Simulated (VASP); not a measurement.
# Ge (Cmmm) in VASP: notebook, part 2 of 2

VASP 6.6.1. Earlier steps stand in the parts before.

## 3. Single point, PBEsol (strain +0.0525 x Voigt [1, 0, 0, 0, 0, 0])

The input, INCAR:

```
  PREC = Accurate
  ENCUT = 520
  EDIFF = 1E-6
  ISMEAR = 0
  SIGMA = 0.15
  LREAL = F
  LASPH = T
  NELM = 100
  ALGO = Normal
  ISIF = 2
  LWAVE = F
  LCHARG = T
  GGA = PS
  LELF = T
  LVHAR = T
  NBANDS = 13
```

The input, KPOINTS:

```
Automatic mesh
0
Gamma
  20 20 18
```

The input, POSCAR:

```
Ge
1.0
    1.4704993225     -2.6005160000      0.0000000000
    1.4704993225      2.6005160000      0.0000000000
    0.0000000000      0.0000000000      2.6982310000
Ge
1
Direct
    0.5000000000      0.5000000000      0.0000000000
```

Potentials or basis: VASP PAW PBE potentials, release 64 (Ge_d).

Command:

```sh
cat potpaw_PBE.64/Ge_d/POTCAR > POTCAR
mpirun -np 1 vasp_std > vasp.out
```

OUTCAR:

```text
PREC = Accurate
   ENCUT = 520
   EDIFF = 1E-6
   ISMEAR = 0
   LREAL = F
   LASPH = T
   NELM = 100
   ISIF = 2
   GGA = PS

 ion  position               nearest neighbor table
   1  0.500  0.500  0.000-

  LATTYP: Found a base centered orthorhombic cell.
 ALAT       =     2.9409986450
 B/A-ratio  =     1.7684578022
 C/A-ratio  =     0.9174540099

  Lattice vectors:

 A1 = (   1.4704993225,  -2.6005160000,   0.0000000000)
 A2 = (   1.4704993225,   2.6005160000,   0.0000000000)
 A3 = (   0.0000000000,   0.0000000000,   2.6982310000)

Analysis of symmetry for initial positions (statically):
=====================================================================
 Subroutine PRICEL returns:
 Original cell was already a primitive cell.

 Routine SETGRP: Setting up the symmetry group for a
 base centered orthorhombic supercell.

 Subroutine GETGRP returns: Found  8 space group operations
 (whereof  8 operations were pure point group operations)
 out of a pool of  8 trial point group operations.

The static configuration has the point symmetry D_2h.

Analysis of symmetry for dynamics (positions and initial velocities):
=====================================================================
 Subroutine PRICEL returns:
 Original cell was already a primitive cell.

 Routine SETGRP: Setting up the symmetry group for a
 base centered orthorhombic supercell.

 Subroutine GETGRP returns: Found  8 space group operations
 (whereof  8 operations were pure point group operations)
 out of a pool of  8 trial point group operations.

The dynamic configuration has the point symmetry D_2h.

 Subroutine INISYM returns: Found  8 space group operations
 (whereof  8 operations are pure point group operations),
 and found     1 'primitive' translations

[... 116 lines left out ...]
   LORBIT       =      0    0 simple, 1 ext, 2 COOP (PROOUT), +10 PAW based schemes
   GGA     = PS    functional components
   LHFCALC =     F    Hartree Fock is set to
   AEXX    =    0.0000 exact exchange contribution
   IVDW    =     0    specifies the selected vdW correction
   LEPSILON=     F    determine dielectric tensor
   LRPA    =     F    only Hartree local field effects (RPA)
 non-spin polarized calculation
 Gauss-broadening in eV      SIGMA  =   0.15
  energy-cutoff  :      520.00
  volume of cell :       20.64
 maximum number of plane-waves:       578
   NGX = 11   NGY = 11   NGZ = 11

 number of electron      13.9999988 magnetization

 Free energy of the ion-electron system (eV)
  ---------------------------------------------------
  ext. energy  EPLUGINS =         0.00000000
  ---------------------------------------------------
  free energy    TOTEN  =        -4.69835130 eV

  energy without entropy =       -4.69330389  energy(sigma->0) =       -4.69582760

 E-fermi :   5.5336     XC(G=0): -10.9389

 val. band max:        5.5330003719   @ k =  -0.3500   0.1500   0.1111
 cond. band min:       5.5438312698   @ k =   0.3000   0.2500   0.2778
 fundamental gap:      0.0108308978
 Fermi energy:         5.5336099180

 k-point     1 :       0.0000    0.0000    0.0000
  band No.  band energies     occupation
      1     -19.0871      2.00000
      2     -19.0085      2.00000
      3     -18.9968      2.00000
      4     -18.8840      2.00000
      5     -18.8793      2.00000
      6      -6.9042      2.00000
      7      12.5293      0.00000
      8      12.5704      0.00000
      9      12.8831      0.00000
     10      15.9107      0.00000
     11      18.4530      0.00000
     12      19.0900      0.00000
     13      19.1361      0.00000
[... 354 lines left out ...]
  band No.  band energies     occupation
      1     -19.0633      2.00000
      2     -19.0013      2.00000
      3     -18.9365      2.00000
      4     -18.9071      2.00000
      5     -18.8896      2.00000
      6      -4.5935      2.00000
      7       3.9345      2.00000
      8       9.0524      0.00000
      9      14.3569      0.00000
     10      14.5962      0.00000
     11      18.9860      0.00000
     12      24.8147      0.00000
     13      25.0832      0.00000

 [... further k-points ...]

------------------------ aborting loop because EDIFF is reached ----------------------------------------

  FORCE on cell =-STRESS in cart. coord.  units (eV):
  Direction    XX          YY          ZZ          XY          YZ          ZX
  --------------------------------------------------------------------------------------
  -------------------------------------------------------------------------------------
  Total       -1.0044817     -1.0501086     -0.6143247     -0.0000000      0.0000000      0.0000000
  in kB      -77.9864486    -81.5288482    -47.6952416     -0.0000000      0.0000000      0.0000000
  external PRESSURE =     -69.0701795 kB  Pullay stress =       0.0000000 kB

 VOLUME and BASIS-vectors are now :
 -----------------------------------------------------------------------------
  energy-cutoff  :      520.00
  volume of cell :       20.64
      direct lattice vectors                 reciprocal lattice vectors
     1.470499323 -2.600516000  0.000000000     0.340020558 -0.192269534  0.000000000
     1.470499323  2.600516000  0.000000000     0.340020558  0.192269534  0.000000000
     0.000000000  0.000000000  2.698231000     0.000000000  0.000000000  0.370613191

 POSITION                                       TOTAL-FORCE (eV/Angst)
 -----------------------------------------------------------------------------------
      1.47050      0.00000      0.00000        -0.000000      0.000000      0.000000
 -----------------------------------------------------------------------------------
    total drift:                               -0.000000     -0.000000     -0.000000

  FREE ENERGIE OF THE ION-ELECTRON SYSTEM (eV)
  ---------------------------------------------------
  free  energy   TOTEN  =        -4.6983513016 eV

  energy  without entropy=       -4.6933038935  energy(sigma->0) =       -4.69582760
```

stdout:

```text
POSCAR found type information on POSCAR Ge
 POSCAR found :  1 types and       1 ions
 scaLAPACK will be used
 -----------------------------------------------------------------------------
|                                                                             |
|                                                                             |
|     You enforced a specific xc type in the INCAR file but a different       |
|     I HOPE YOU KNOW WHAT YOU ARE DOING!                                     |
|                                                                             |
 -----------------------------------------------------------------------------

 LDA part: xc-table for (Slater+PW92), standard interpolation
 POSCAR, INCAR and KPOINTS ok, starting setup
 FFT: planning ... GRIDC
 FFT: planning ... GRID_SOFT
 FFT: planning ... GRID
 WAVECAR not read
 entering main loop
```

Wall time 1.8 min (1 thread of AMD EPYC 9R45 (Zen 5), shared host); peak memory 0.34 GiB.

What came out:

```
Free energy            : -4.6984 eV
Pressure               : -6.9 GPa
Band gap on the k mesh : zero (bands 7 and 8 overlap by 9.67 eV)
```

Caveat: the cell differs from its parent crystal (strain +0.0525 x Voigt [1, 0, 0, 0, 0, 0]); the cell stands under tension; the PAW data sets were made with another functional, which shifts forces and pressure a little.

## 4. Single point, PBEsol (strain +0.0600 x Voigt [1, 0, 0, 0, 0, 0])

The input, INCAR:

```
SYSTEM = Ge
PREC = Accurate
ENCUT = 520
EDIFF = 1E-6
ISMEAR = 0
SIGMA = 0.15
LREAL = .FALSE.
LASPH = .TRUE.
NELM = 80
ALGO = Normal
ISIF = 2
LWAVE = .FALSE.
LCHARG = .FALSE.
GGA = PS
NBANDS = 13
```

The input, KPOINTS:

```
Automatic mesh
0
G
  20 20 18
  0 0 0
```

The input, POSCAR:

```
Ge
1.0
    1.4809779400     -2.6005160000      0.0000000000
    1.4809779400      2.6005160000      0.0000000000
    0.0000000000      0.0000000000      2.6982310000
Ge
1
Direct
    0.5000000000      0.5000000000      0.0000000000
```

Command:

```sh
cat potpaw_PBE.64/Ge_d/POTCAR > POTCAR
mpirun -np 1 vasp_std > vasp.out
```

Run time: 1.7 min. Hardware: 1 thread of AMD EPYC 9R45 (Zen 5), shared host; peak memory 0.33 GiB.

It converged, with:

| Item | Value |
| --- | --- |
| Free energy | -4.6911 eV |
| Pressure | -7.2 GPa |
| Band gap on the k mesh | zero (bands 7 and 8 overlap by 9.61 eV) |

Stress tensor (GPa, compression positive):
```
-8.27  0.00  0.00
 0.00 -8.51  0.00
 0.00  0.00 -4.84
```

Levels at points of the mesh, in eV from the Fermi level:
| k point | band 5 | band 6 | band 7 | band 8 | band 9 | band 10 |
| --- | --- | --- | --- | --- | --- | --- |
| (0.00, 0.00, 0.00) | -24.41 | -12.38 | 6.96 | 7.09 | 7.19 | 10.39 |
| (0.50, 0.00, 0.00) | -24.42 | -8.11 | -5.00 | 3.44 | 7.45 | 10.31 |
| (0.50, 0.50, 0.00) | -24.42 | -8.25 | -5.04 | 3.76 | 7.75 | 10.20 |
| (0.00, 0.00, 0.50) | -24.41 | -8.56 | -5.31 | 9.79 | 10.01 | 15.36 |
| (0.50, 0.00, 0.50) | -24.34 | -3.98 | -1.84 | -1.83 | 3.65 | 6.35 |
| (0.50, 0.50, 0.50) | -24.34 | -4.14 | -1.93 | -1.87 | 3.58 | 6.67 |

Caveat: the cell differs from its parent crystal (strain +0.0600 x Voigt [1, 0, 0, 0, 0, 0]); the cell stands under tension; the PAW data sets were made with another functional, which shifts forces and pressure a little.

## 5. Overview

| cell | gap on the mesh (eV) | pressure (GPa) |
| --- | --- | --- |
| a = 2.982, b = 2.982, c = 2.698 Å, angles 90.0, 90.0, 121.4°, 1 atom | none | -6.6 |
| a = 2.987, b = 2.987, c = 2.698 Å, angles 90.0, 90.0, 121.0°, 1 atom | none | -6.9 |
| a = 2.993, b = 2.993, c = 2.698 Å, angles 90.0, 90.0, 120.7°, 1 atom | none | -7.2 |

Alike in all rows: task single point; level PBEsol; potentials or basis VASP PAW PBE potentials, release 64 (Ge_d); no spin polarisation; k mesh 20 × 20 × 18; cutoff (eV) 520; smearing gaussian 0.15 eV.

Caveats: the cell stands under tension; the PAW data sets were made with another functional, which shifts forces and pressure a little.

Total energies depend on the potentials used, so only differences within one code and one set of settings carry meaning.
